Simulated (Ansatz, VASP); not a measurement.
**Au: VASP beside Ansatz**

The input INCAR:

```
SYSTEM = Au
ALGO = Fast
EDIFF = 1E-6
ENCUT = 520
GGA = PS
ISIF = 2
ISMEAR = 0
LASPH = .True.
LCHARG = .True.
LELF = .True.
LREAL = .False.
LVHAR = .True.
LWAVE = .False.
NBANDS = 18
NELM = 60
PREC = Accurate
SIGMA = 0.15
```

Contents of KPOINTS:

```
k-points
0
Gamma
  20 20 10
  0 0 0
```

Contents of POSCAR:

```
Au
1.0
    1.4113099650     -2.5559330250      0.0000000000
    1.4113099650      2.5559330250      0.0000000000
    0.0000000000      0.0000000000      4.8931696100
Au
2
Direct
    0.5297002431      0.2577312869      0.2500000000
    0.3346720300      0.6653279700      0.7500000000
```

Input for Ansatz:

```yaml
crystal:
  lattice:
    - [1.411309965, -2.555933025, 0.0]
    - [1.411309965, 2.555933025, 0.0]
    - [0.0, 0.0, 4.89316961]
  atoms:
    - { symbol: Au, position: [0.5297002431, 0.2577312869, 0.25] }
    - { symbol: Au, position: [0.33467203, 0.66532797, 0.75] }
basis:
  ecutwfc: 420
kpoints:
  mp_grid: { grid: [20, 20, 10] }
hamiltonian:
  xc: pbesol
scf:
  occupations: { method: gaussian, width: 0.15 }
output:
  forces: true
  stress: true
  eigenvalues: true
```

Alike in both runs: task single point; functional PBEsol; k mesh 20 × 20 × 10; occupations gaussian, width 0.15 eV; no spin polarisation.

|  | VASP | Ansatz |
| --- | --- | --- |
| version | VASP 6.6.1 | Ansatz 0.2.0 |
| potentials or method | VASP PAW PBE potentials, release 64 (Au), cutoff 520 eV | scalar-relativistic, plane waves, PAW |
| valence electrons in the cell | 22 | 38 |

```tsv
	VASP	Ansatz	Ansatz less VASP
gap on the k mesh at the Fermi level (eV)	none	none	-
pressure (GPa)	-5.1	-4.9	+0.20
traceless stress, the component that is largest in VASP (GPa)	1.09	1.10	+0.011
rms of the force components (eV/Å)	0.020	0.020	-0.0003
```

VASP's potentials were made for PBE, not for PBEsol. Atom by atom the forces differ by 0.001 eV/Å (rms over components). A gap of «none» marks a metal or a gap that the smearing closes. VASP's potentials hold 22 valence electrons a cell and Ansatz's 38, so a difference there can come from the potentials and not from the codes.

Spin-orbit coupling is off throughout.
